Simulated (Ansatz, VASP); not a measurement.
# One calculation of Ta, two programs

INCAR

```
SYSTEM = Ta
  PREC = Accurate
  ENCUT = 400
  EDIFF = 1E-8
  ISMEAR = -1
  SIGMA = 0.05
  LREAL = .False.
  LASPH = .True.
  NELM = 120
  ALGO = Normal
  ISIF = 2
  LWAVE = .False.
  LCHARG = .False.
  GGA = PS
  LEFG = .True.
  NBANDS = 12
  GGA_COMPAT = .False.
```

KPOINTS

```
Automatic mesh
0
Gamma
  15 15 15
  0 0 0
```

The input POSCAR:

```
Ta
1.0
   -1.6677928000      1.6677928000      1.6512800000
    1.6677928000     -1.6677928000      1.6512800000
    1.6677928000      1.6677928000     -1.6512800000
Ta
1
Direct
    0.0000000000      0.0000000000      0.0000000000
```

Input for Ansatz:

```yaml
crystal:
  lattice:
    - [-1.6677928, 1.6677928, 1.65128]
    - [1.6677928, -1.6677928, 1.65128]
    - [1.6677928, 1.6677928, -1.65128]
  atoms:
    - { symbol: Ta, position: [0.0, 0.0, 0.0] }
kpoints:
  mp_grid: { grid: [15, 15, 15] }
scf:
  occupations: { method: fermi_dirac, width: 0.05 }
hamiltonian:
  xc: pbesol
  pseudopotentials: { kind: all_electron, datasets: crystal }
output:
  forces: true
  stress: true
  eigenvalues: true
  efg: { contact_densities: true }
```

Change from the starting cell: equal xx and yy strain of +1 %, crystal datasets.

Alike in both runs: task electric field gradients; functional PBEsol; k mesh 15 × 15 × 15; occupations fermi-dirac, width 0.05 eV; no spin polarisation.

```csv
,VASP,Ansatz
version,VASP 6.6.1,Ansatz 0.2.0
potentials or method,"VASP PAW PBE potentials, release 64 (Ta_pv), cutoff 400 eV","all-electron PAW with datasets made for the crystal, scalar-relativistic"
```

Ansatz gave:

- pressure (GPa): -7.7
- traceless stress, the component that is largest in VASP (GPa): 0.67
- size of Vzz on the site where it differs most (V/Å²): 5.5

Q: What did VASP give for the same quantities?

A: Pressure (GPa): -7.6; traceless stress, the component that is largest in VASP (GPa): 0.67; size of Vzz on the site where it differs most (V/Å²): 5.0.

VASP's potentials were made for PBE, not for PBEsol. Ansatz ran all-electron here, and VASP with PAW potentials.

Spin-orbit coupling is off throughout.
